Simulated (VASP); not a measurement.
Input of a VASP 6.6.1 run:

The input INCAR:

```
SYSTEM = AgI
ALGO = Normal ; EDIFF = 1E-6
ENCUT = 500 ; GGA = PS
GGA_COMPAT = .False. ; ISIF = 2
ISMEAR = 0 ; LASPH = .True.
LCHARG = .False. ; LMAXMIX = 4
LNONCOLLINEAR = .True. ; LORBIT = 11
LORBMOM = .True. ; LREAL = .False.
LSORBIT = .True. ; LWAVE = .False.
MAGMOM = 0 0 0 0 0 0 0 0 0 0 0 0 ; NBANDS = 50
NELM = 200 ; PREC = Accurate
SIGMA = 0.01
```

The input KPOINTS:

```
k-points
0
Gamma
  6 6 4
  0 0 0
```

The input POSCAR:

```
AgI
1.0
    4.6502762048      0.0000000000      0.0000000000
   -2.3251381024      4.0272573280      0.0000000000
    0.0000000000      0.0000000000      7.2829444724
Ag I
2 2
Direct
    0.6666666667      0.3333333333      0.6216603993
    0.3333333333      0.6666666667      0.1216603993
    0.6666666667      0.3333333333      0.0083396007
    0.3333333333      0.6666666667      0.5083396007
```

Potentials or basis: VASP PAW PBE potentials, release 64 (Ag, I).

The run is started by

```bash
$ cat potpaw_PBE.64/Ag/POTCAR potpaw_PBE.64/I/POTCAR > POTCAR
$ mpirun -np 1 vasp_ncl > vasp.out
```

(1) Estimate the net moment.

(2) Estimate the pressure.

Answers

(1) 0.00 μB per cell.

(2) -0.6 GPa.

Caveat: the cell differs from its parent crystal (film at in-plane strain +0.02); the PAW data sets were made with another functional, which shifts forces and pressure a little.
